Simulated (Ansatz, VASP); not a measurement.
## Two plane-wave programs on Si

The input INCAR:

```
ALGO = Normal ; EDIFF = 1E-6
ENCUT = 520 ; GGA = PS
ISIF = 2 ; ISMEAR = 0
LASPH = T ; LCHARG = F
LREAL = F ; LWAVE = F
NBANDS = 11 ; NELM = 60
PREC = Accurate ; SIGMA = 0.05
```

File KPOINTS:

```
k-points
0
Gamma
  12 12 12
```

POSCAR

```
Si
1.0
    0.0000000000      2.4193305304      3.4209333700
    2.4193305304      0.0000000000      3.4209333700
    2.4193305304      2.4193305304      0.0000000000
Si
2
Direct
    0.5000000000      0.5000000000      0.5000000000
    0.7500000000      0.7500000000      0.7500000000
```

Input for Ansatz:

```yaml
crystal:
  lattice:
    - [0.0, 2.4193305304, 3.42093337]
    - [2.4193305304, 0.0, 3.42093337]
    - [2.4193305304, 2.4193305304, 0.0]
  atoms:
    - { symbol: Si, position: [0.5, 0.5, 0.5] }
    - { symbol: Si, position: [0.75, 0.75, 0.75] }
basis:
  ecutwfc: 420
kpoints:
  mp_grid: { grid: [12, 12, 12] }
hamiltonian:
  xc: pbesol
scf:
  occupations: { method: gaussian, width: 0.05 }
output:
  forces: true
  stress: true
  eigenvalues: true
```

Alike in both runs: task single point; functional PBEsol; k mesh 12 × 12 × 12; occupations gaussian, width 0.05 eV; no spin polarisation.

|  | VASP | Ansatz |
| --- | --- | --- |
| version | VASP 6.6.1 | Ansatz 0.2.0 |
| potentials or method | VASP PAW PBE potentials, release 64 (Si), cutoff 520 eV | scalar-relativistic, plane waves, PAW |
| valence electrons in the cell | 8 | 8 |

|  | VASP | Ansatz | Ansatz less VASP |
| --- | --- | --- | --- |
| gap on the k mesh at the Fermi level (eV) | none | none | - |
| pressure (GPa) | -3.6 | -3.7 | -0.07 |
| traceless stress, the component that is largest in VASP (GPa) | -14.76 | -14.81 | -0.055 |

VASP's potentials were made for PBE, not for PBEsol. A gap of «none» marks a metal or a gap that the smearing closes. With one functional, cell and mesh, what is left measures potentials, basis and numerics.
